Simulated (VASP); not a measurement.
Input of a VASP 6.6.1 run:

Contents of INCAR:

```
PREC     = Accurate       # precision mode
ENCUT    = 520            # plane-wave cutoff, eV
EDIFF    = 1E-7           # SCF threshold, eV
ISMEAR   = -1             # smearing method
SIGMA    = 0.05           # smearing width, eV
LREAL    = False          # projectors in reciprocal space
LASPH    = True           # aspherical terms in the spheres
NELM     = 100            # most SCF steps
ALGO     = Normal         # electronic algorithm
ISIF     = 2              # what is computed and relaxed
LWAVE    = False          # write WAVECAR
LCHARG   = True           # write CHGCAR
GGA      = PE             # functional
LELF     = True           # ELF
LVHAR    = True         
NBANDS   = 12             # bands
```

KPOINTS

```
Automatic mesh
0
Gamma
  15 15 15
```

Contents of POSCAR:

```
In
1.0
    2.5899083619      0.0000000000      0.0000000000
    0.0000000000      2.5899083619      0.0000000000
    0.0000000000      0.0000000000      2.5899083619
In
1
Direct
    0.0000000000      0.0000000000      0.0000000000
```

Potentials or basis: VASP PAW PBE potentials, release 64 (In_d).

Command:

```sh
$ cat potpaw_PBE.64/In_d/POTCAR > POTCAR
$ mpirun -np 1 vasp_std > vasp.out
```

What does it give for the pressure?

66.2 GPa.
